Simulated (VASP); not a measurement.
A run of VASP 6.6.1:

Contents of INCAR:

```
SYSTEM = SiC2
  PREC = Accurate
  ENCUT = 600
  EDIFF = 1E-6
  ISMEAR = 0
  SIGMA = 0.1
  LREAL = .False.
  LASPH = .True.
  NELM = 80
  ALGO = Normal
  ISIF = 3
  LWAVE = .False.
  LCHARG = .False.
  GGA = PE
  IBRION = 2
  NSW = 90
  EDIFFG = -0.04
```

File KPOINTS:

```
regular mesh
0
Gamma
  6 6 6
  0 0 0
```

Contents of POSCAR:

```
SiC2
1.0
   -2.5744144000      3.3806506300      1.8097180300
    2.5744144000     -3.3806506300      1.8097180300
    2.5744144000      3.3806506300     -1.8097180300
Si C
2 4
Direct
    0.0000000000      0.5000000000      0.0000000000
    0.0000000000      0.0000000000      0.5000000000
    0.8824558900      0.8059440100      0.0765118800
    0.2294321300      0.8059440100      0.4234881200
    0.1175441100      0.1940559900      0.9234881200
    0.7705678700      0.1940559900      0.5765118800
```

Potentials or basis: VASP PAW PBE potentials, release 64 (Si, C).

The run is started by

```sh
$ cat potpaw_PBE.64/Si/POTCAR potpaw_PBE.64/C/POTCAR > POTCAR
$ mpirun -np 1 vasp_std > vasp.out
```

Hardware: 1 thread of Intel Xeon 8259CL, with other jobs on the host.

How long does it take, and how much memory?

It took 30 min on 1 thread of Intel Xeon 8259CL, with other jobs on the host, peak memory 0.27 GiB. Counts: scf iterations 215, k points 46, ion steps 31.
